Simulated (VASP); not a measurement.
**AlN: single point with PBE**

Crystal: AlN.

```
CELL_PARAMETERS angstrom
0.00000 2.03452 2.03452
2.03452 0.00000 2.03452
2.03452 2.03452 0.00000
ATOMIC_POSITIONS crystal
Al 0.85800 0.89800 0.28500
N 0.35800 0.39800 0.78500
```

```yaml
Program: VASP 6.6.1
Task: single point
Functional: PBE
Potentials_or_basis: VASP PAW PBE potentials, release 64 (Al, N)
Cutoff: 600 eV
k_mesh: 6 × 6 × 6
Occupations: gaussian, width 0.1 eV
Spin: no spin polarisation
Dipole_correction: no
Further_INCAR_settings: ALGO = Normal; EDIFF = 1e-06; NBANDS = 11
```

```
Pressure               : -0.2 GPa
Band gap on the k mesh : 4.42 eV, indirect (least direct gap 5.41 eV)
```

Levels at points of the mesh, in eV from the valence-band top:
| k point | band 2 | band 3 | band 4 | band 5 | band 6 | band 7 |
| --- | --- | --- | --- | --- | --- | --- |
| (0.00, 0.00, 0.00) | 0.00 | 0.00 | 0.00 | 5.40 | 12.10 | 12.10 |
| (0.50, 0.00, 0.00) | -8.19 | -1.04 | -1.04 | 6.01 | 10.84 | 10.84 |
| (0.50, 0.50, 0.00) | -7.26 | -2.75 | -2.75 | 4.42 | 5.33 | 13.82 |

It took 6.7 s on 1 thread of AMD EPYC 7R43 64-Core Processor (Zen 3), on a shared host, peak memory 0.09 GiB.

Caveat: the k points lie up to 0.45 Å⁻¹ apart. PBE gaps usually lie below the measured ones, often by a third to a half.
